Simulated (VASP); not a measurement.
# K2SiB2 (Cmmm) in VASP: further runs, part 2 of 2

VASP 6.6.1. The steps go on from the part before.

## 3. Single point, PBE

This run uses another cell than the first one, of 24.32 Å³/atom.

The input, INCAR:

```
PREC = Accurate
ENCUT = 520
EDIFF = 1E-6
ISMEAR = 0
SIGMA = 0.1
LREAL = False
LASPH = True
NELM = 100
ALGO = Normal
ISIF = 2
LWAVE = False
LCHARG = True
GGA = PE
LELF = True
LVHAR = True
NBANDS = 22
```

The input, KPOINTS:

```
regular mesh
0
Gamma
  12 12 10
```

The input, POSCAR:

```
K2SiB2
1.0
    1.5435744145     -9.5573127924      0.0000000000
    1.5435744145      9.5573127924      0.0000000000
    0.0000000000      0.0000000000      4.1212534982
K Si B
2 1 2
Direct
    0.3671959434      0.6328040566      0.5000000000
    0.6328040566      0.3671959434      0.5000000000
    0.0000000000      0.0000000000      0.0000000000
    0.2484719373      0.7515280627      0.0000000000
    0.7515280627      0.2484719373      0.0000000000
```

Potentials or basis: VASP PAW PBE potentials, release 64 (K_sv, Si, B).

Launch:

```
$ cat potpaw_PBE.64/K_sv/POTCAR potpaw_PBE.64/Si/POTCAR potpaw_PBE.64/B/POTCAR > POTCAR
$ mpirun -np 1 vasp_std > vasp.out
```

OUTCAR:

```text
PREC = Accurate
   ENCUT = 520
   EDIFF = 1E-6
   ISMEAR = 0
   LREAL = False
   LASPH = True
   NELM = 100
   ISIF = 2
   GGA = PE

 ion  position               nearest neighbor table
   1  0.367  0.633  0.500-
   2  0.633  0.367  0.500-
   3  0.000  0.000  0.000-
   4  0.248  0.752  0.000-   5 1.54   5 1.54
   5  0.752  0.248  0.000-   4 1.54   4 1.54

  LATTYP: Found a base centered orthorhombic cell.
 ALAT       =     3.0871488290
 B/A-ratio  =     6.1916760881
 C/A-ratio  =     1.3349707858

  Lattice vectors:

 A1 = (   1.5435744145,  -9.5573127924,   0.0000000000)
 A2 = (   1.5435744145,   9.5573127924,   0.0000000000)
 A3 = (   0.0000000000,   0.0000000000,   4.1212534982)

Analysis of symmetry for initial positions (statically):
=====================================================================
 Subroutine PRICEL returns:
 Original cell was already a primitive cell.

 Routine SETGRP: Setting up the symmetry group for a
 base centered orthorhombic supercell.

 Subroutine GETGRP returns: Found  8 space group operations
 (whereof  8 operations were pure point group operations)
 out of a pool of  8 trial point group operations.

The static configuration has the point symmetry D_2h.

Analysis of symmetry for dynamics (positions and initial velocities):
=====================================================================
 Subroutine PRICEL returns:
 Original cell was already a primitive cell.

 Routine SETGRP: Setting up the symmetry group for a
 base centered orthorhombic supercell.

 Subroutine GETGRP returns: Found  8 space group operations
 (whereof  8 operations were pure point group operations)
 out of a pool of  8 trial point group operations.

The dynamic configuration has the point symmetry D_2h.

 Subroutine INISYM returns: Found  8 space group operations
 (whereof  8 operations are pure point group operations),
 and found     1 'primitive' translations

----------------------------------------------------------------------------------------

                                     Primitive cell

  volume of cell :     121.5970

  direct lattice vectors                    reciprocal lattice vectors
     1.543574415 -9.557312792  0.000000000     0.323923483 -0.052315961  0.000000000
     1.543574415  9.557312792  0.000000000     0.323923483  0.052315961  0.000000000
     0.000000000  0.000000000  4.121253498     0.000000000  0.000000000  0.242644623

  length of vectors
     9.681159527  9.681159527  4.121253498     0.328120987  0.328120987  0.242644623

  position of ions in fractional coordinates (direct lattice)
     0.367195943  0.632804057  0.500000000
     0.632804057  0.367195943  0.500000000
     0.000000000  0.000000000  0.000000000
     0.248471937  0.751528063  0.000000000
     0.751528063  0.248471937  0.000000000

  ion indices of the primitive-cell ions
   primitive index   ion index
                 1           1
                 2           2
                 3           3
                 4           4
                 5           5

----------------------------------------------------------------------------------------

 KPOINTS: regular mesh

Automatic generation of k-mesh.
 Grid dimensions read from file:
 generate k-points for:   12   12   10

 Generating k-lattice:

  Cartesian coordinates                     Fractional coordinates (reciprocal lattice)
     0.026993624 -0.004359663  0.000000000     0.083333333  0.000000000  0.000000000
     0.026993624  0.004359663  0.000000000     0.000000000  0.083333333  0.000000000
     0.000000000  0.000000000  0.024264462     0.000000000  0.000000000  0.100000000

  Length of vectors
     0.027343416  0.027343416  0.024264462

  Shift w.r.t. Gamma in fractional coordinates (k-lattice)
     0.000000000  0.000000000  0.000000000

 Subroutine IBZKPT returns following result:
 ===========================================

 Found    258 irreducible k-points:

 Following reciprocal coordinates:
            Coordinates               Weight
  0.000000  0.000000  0.000000      1.000000
  0.083333 -0.000000  0.000000      4.000000
  0.166667 -0.000000  0.000000      4.000000
  0.250000 -0.000000  0.000000      4.000000
  0.333333 -0.000000  0.000000      4.000000
  0.416667 -0.000000  0.000000      4.000000
[... 16 lines left out ...]
  0.500000  0.166667  0.000000      4.000000
 -0.416667  0.166667  0.000000      4.000000
 [... further k-points ...]
   k-points           NKPTS =    258   k-points in BZ     NKDIM =    258   number of bands    NBANDS=     22
   number of dos      NEDOS =    301   number of ions     NIONS =      5
   total plane-waves  NPLWV = 165888
   dimension x,y,z NGX =    72 NGY =   72 NGZ =   32
   dimension x,y,z NGXF=   144 NGYF=  144 NGZF=   64
   ions per type =               2   1   2
   NGX,Y,Z   is equivalent  to a cutoff of  12.36, 12.36, 12.91 a.u.
   NGXF,Y,Z  is equivalent  to a cutoff of  24.73, 24.73, 25.82 a.u.
 SYSTEM =  unknown system
   PREC   = accura    normal or accurate (medium, high low for compatibility)
   ISTART =      0    job   : 0-new  1-cont  2-samecut
   ICHARG =      2    charge: 1-file 2-atom 10-const
   ISPIN  =      1    spin polarized calculation?
   LNONCOLLINEAR =      F non collinear calculations
   LSORBIT =      F    spin-orbit coupling
   LASPH  =      T    aspherical Exc in radial PAW
   ENCUT  =  520.0 eV  38.22 Ry    6.18 a.u.  18.00 18.00  7.66*2*pi/ulx,y,z
   NELM   =    100;   NELMIN=  2; NELMDL= -5     # of ELM steps
   EDIFF  = 0.1E-05   stopping-criterion for ELM
   LREAL  =      F    real-space projection
   EDIFFG = 0.1E-04   stopping-criterion for IOM
   NSW    =      0    number of steps for IOM
   IBRION =     -1    ionic relax: 0-MD 1-quasi-New 2-CG
   NFREE  =      0    steps in history (QN), initial steepest desc. (CG)
   ISIF   =      2    stress and relaxation
   ISYM   =      2    0-nonsym 1-usesym 2-fastsym
   POTIM  = 0.5000    time-step for ionic-motion
   TEBEG  =    0.0;   TEEND  =   0.0 temperature during run
   PSTRESS=    0.0 pullay stress
   NELECT =      28.0000    total number of electrons
   NUPDOWN=      -1.0000    fix difference up-down
   EMIN   =  10.00;   EMAX   =-10.00  energy-range for DOS
   EFERMI =   0.00;   METHOD = LEGACY
   ISMEAR =     0;   SIGMA  =   0.10  broadening in eV -4-tet -1-fermi 0-gaus
   EFERMI_NEDOS =   21; number of points for ismear=-14 and -15
   IALGO  =     38    algorithm
   IMIX   =      4    mixing-type and parameters
     AMIX     =   0.40;   BMIX     =  1.00
     AMIX_MAG =   1.60;   BMIX_MAG =  1.00
  volume/ion in A,a.u.               =      24.32       164.12
  Fermi-wavevector in a.u.,A,eV,Ry     =   1.003429  1.896206 13.699292  1.006870
  Thomas-Fermi vector in A             =   2.135980
   LORBIT       =      0    0 simple, 1 ext, 2 COOP (PROOUT), +10 PAW based schemes
   GGA     = PE    functional components
   LHFCALC =     F    Hartree Fock is set to
   AEXX    =    0.0000 exact exchange contribution
   IVDW    =     0    specifies the selected vdW correction
   LEPSILON=     F    determine dielectric tensor
   LRPA    =     F    only Hartree local field effects (RPA)
 non-spin polarized calculation
 Gauss-broadening in eV      SIGMA  =   0.10
  energy-cutoff  :      520.00
  volume of cell :      121.60
 maximum number of plane-waves:      3301
   NGX = 35   NGY = 35   NGZ = 15

 number of electron      28.0000001 magnetization

 Free energy of the ion-electron system (eV)
  ---------------------------------------------------
  ext. energy  EPLUGINS =         0.00000000
  ---------------------------------------------------
  free energy    TOTEN  =       -18.47849687 eV

  energy without entropy =      -18.46210281  energy(sigma->0) =      -18.47029984

 E-fermi :   1.3794     XC(G=0):  -8.2011

 val. band max:        1.3753196869   @ k =   0.3333   0.3333   0.4000
 cond. band min:       1.3824373173   @ k =   0.4167  -0.0000   0.2000
 fundamental gap:      0.0071176304
 Fermi energy:         1.3794195206

 k-point     1 :       0.0000    0.0000    0.0000
  band No.  band energies     occupation
      1     -29.3880      2.00000
      2     -29.3862      2.00000
      3     -12.8830      2.00000
      4     -12.7942      2.00000
      5     -12.7748      2.00000
      6     -12.7667      2.00000
[... 589 lines left out ...]
     21       6.9532      0.00000
     22       7.3494      0.00000

 [... further k-points ...]

------------------------ aborting loop because EDIFF is reached ----------------------------------------

  FORCE on cell =-STRESS in cart. coord.  units (eV):
  Direction    XX          YY          ZZ          XY          YZ          ZX
  --------------------------------------------------------------------------------------
  -------------------------------------------------------------------------------------
  Total        0.0180981      0.0303459      0.0149068     -0.0000000      0.0000000      0.0000000
  in kB        0.2384623      0.3998411      0.1964140     -0.0000000      0.0000000      0.0000000
  external PRESSURE =       0.2782391 kB  Pullay stress =       0.0000000 kB

 VOLUME and BASIS-vectors are now :
 -----------------------------------------------------------------------------
  energy-cutoff  :      520.00
  volume of cell :      121.60
      direct lattice vectors                 reciprocal lattice vectors
     1.543574415 -9.557312792  0.000000000     0.323923483 -0.052315961  0.000000000
     1.543574415  9.557312792  0.000000000     0.323923483  0.052315961  0.000000000
     0.000000000  0.000000000  4.121253498     0.000000000  0.000000000  0.242644623

 POSITION                                       TOTAL-FORCE (eV/Angst)
 -----------------------------------------------------------------------------------
      1.54357      2.53850      2.06063         0.000000     -0.003115     -0.000000
      1.54357     -2.53850      2.06063         0.000000      0.003115      0.000000
      0.00000      0.00000      0.00000         0.000000     -0.000000     -0.000000
      1.54357      4.80786      0.00000         0.000000      0.001227      0.000000
      1.54357     -4.80786      0.00000         0.000000     -0.001227     -0.000000
 -----------------------------------------------------------------------------------
    total drift:                               -0.000000     -0.000000      0.000000

  FREE ENERGIE OF THE ION-ELECTRON SYSTEM (eV)
  ---------------------------------------------------
  free  energy   TOTEN  =       -18.4784968749 eV

  energy  without entropy=      -18.4621028106  energy(sigma->0) =      -18.47029984
```

stdout:

```text
POSCAR found type information on POSCAR K SiB
 POSCAR found :  3 types and       5 ions
 scaLAPACK will be used
 LDA part: xc-table for (Slater+PW92), standard interpolation
 POSCAR, INCAR and KPOINTS ok, starting setup
 FFT: planning ... GRIDC
 FFT: planning ... GRID_SOFT
 FFT: planning ... GRID
 WAVECAR not read
 entering main loop
```

It took 37 min on 1 thread of Oxide Virtual Turin-like, shared host; peak memory 0.85 GiB.

Results:

```yaml
Free_energy: -18.4785 eV
Pressure: 0.0 GPa
Largest_force: 0.003 eV/Å
Band_gap_on_the_k_mesh: zero (bands 14 and 15 overlap by 2.19 eV)
```

Forces in eV/Å, atoms in the order of the input:
```
K    0.000 -0.003  0.000
K    0.000  0.003  0.000
Si   0.000  0.000  0.000
B    0.000  0.001  0.000
B    0.000 -0.001  0.000
```

Levels at points of the mesh, in eV from the Fermi level:
```csv
k point,band 11,band 12,band 13,band 14,band 15,band 16,band 17,band 18
"(0.00, 0.00, 0.00)",-2.74,-2.70,-1.25,-0.84,0.89,2.14,3.36,4.15
"(0.50, 0.00, 0.00)",-5.14,-2.13,0.62,1.15,1.27,2.24,2.30,2.64
"(0.50, 0.50, 0.00)",-2.70,-2.40,-1.45,-1.25,0.88,3.22,3.77,3.77
"(0.00, 0.00, 0.50)",-2.78,-2.67,-2.05,-1.79,-0.73,2.83,4.23,4.30
"(0.50, 0.00, 0.50)",-4.65,-1.67,0.04,0.44,0.81,0.89,1.22,1.85
"(0.50, 0.50, 0.50)",-2.69,-2.67,-2.04,-1.94,-0.78,3.27,3.78,4.86
```
